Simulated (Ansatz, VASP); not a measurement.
# AlRu in VASP and in Ansatz

```
CELL_PARAMETERS angstrom
0.00000 2.44195 2.44195
2.44195 0.00000 2.44195
2.44195 2.44195 0.00000
ATOMIC_POSITIONS crystal
Ru 0.00000 0.00000 0.00000
Al 0.50000 0.50000 0.50000
```

Change from the starting cell: volume scaled by 0.94, LAPW.

Alike in both runs: task single point; functional PBE; k mesh 14 × 14 × 14; occupations fermi-dirac, width 0.1 eV; no spin polarisation.

|  | VASP | Ansatz |
| --- | --- | --- |
| version | VASP 6.6.1 | Ansatz 0.2.0 |
| potentials or method | VASP PAW PBE potentials, release 64 (Ru_pv, Al), cutoff 520 eV | all-electron LAPW, scalar-relativistic |

Ansatz gave:

- pressure (GPa): 10.0

Problem. Estimate VASP's values.

Solution. Pressure (GPa): 10.1.

Ansatz ran all-electron here, and VASP with PAW potentials.
